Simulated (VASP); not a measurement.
A run of VASP 6.6.1 is set up as follows.

The input INCAR:

```
PREC = Accurate
ENCUT = 520
EDIFF = 1E-6
ISMEAR = 0
SIGMA = 0.02
LREAL = False
LASPH = True
NELM = 80
ALGO = Normal
ISIF = 2
LWAVE = False
LCHARG = False
GGA = PS
IVDW = 12
NBANDS = 35
```

The input KPOINTS:

```
regular mesh
0
Gamma
  12 12 4
```

File POSCAR:

```
WS2
1.0
    3.0834454890      0.0000000000      0.0000000000
   -1.5417227445      2.6703421246      0.0000000000
    0.0000000000      0.0000000000     11.8126734316
W S
2 4
Direct
    0.3333333333      0.6666666667      0.7499960427
    0.6666666667      0.3333333333      0.2500039573
    0.3333333333      0.6666666667      0.1159101659
    0.6666666667      0.3333333333      0.6159021297
    0.3333333333      0.6666666667      0.3840978703
    0.6666666667      0.3333333333      0.8840898341
```

Potentials or basis: VASP PAW PBE potentials, release 64 (W_sv, S).

Launch:

```bash
$ cat potpaw_PBE.64/W_sv/POTCAR potpaw_PBE.64/S/POTCAR > POTCAR
$ mpirun -np 1 vasp_std > vasp.out
```

Question: Predict the largest force.

Answer: 0.020 eV/Å.

Question: What does it give for the pressure?

Answer: 2.4 GPa.

Question: Predict the dispersion energy per atom.

Answer: -0.423 eV.

Question: Estimate the band gap on the k mesh.

Answer: 0.69 eV, indirect (least direct gap 2.05 eV).

Stress tensor (GPa, compression positive):
```
3.56 0.00 0.00
0.00 3.56 0.00
0.00 0.00 0.17
```

Caveat: the cell differs from its parent crystal (biaxial strain in the a-b plane: -1.0 %, then relaxed in part); the PAW data sets were made with another functional, which shifts forces and pressure a little; spin-orbit coupling is left out, which moves the levels of the heavy elements. A k mesh can miss the band edges.
